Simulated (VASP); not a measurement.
Input of a VASP 6.6.1 run:

The input INCAR:

```
SYSTEM = Cu
ALGO = Normal
EDIFF = 1E-6
ENCUT = 600
GGA = PS
GGA_COMPAT = .FALSE.
ISIF = 2
ISMEAR = -1
LASPH = .TRUE.
LCHARG = .FALSE.
LREAL = .FALSE.
LWAVE = .FALSE.
NBANDS = 18
NELM = 120
PREC = Accurate
SIGMA = 0.1
```

KPOINTS

```
k-points
0
G
  14 14 14
  0 0 0
```

Contents of POSCAR:

```
Cu
1.0
    0.0000000000      1.9744634276      1.9744634276
    1.9744634276      0.0000000000      1.9744634276
    1.9744634276      1.9744634276      0.0000000000
Cu
2
Direct
   -0.1250000000     -0.1250000000     -0.1250000000
    0.1250000000      0.1250000000      0.1250000000
```

Potentials or basis: VASP PAW PBE potentials, release 64 (Cu).

Launch:

```bash
$ cat potpaw_PBE.64/Cu/POTCAR > POTCAR
$ mpirun -np 1 vasp_std > vasp.out
```

Problem. Estimate the band gap on the k mesh.

Solution. Zero (band 11 reaches 16.61 eV, above the bottom of band 12 at 15.43 eV).

Problem. Predict the pressure.

Solution. 423.2 GPa.

Caveat: the PAW data sets were made with another functional, which shifts forces and pressure a little.
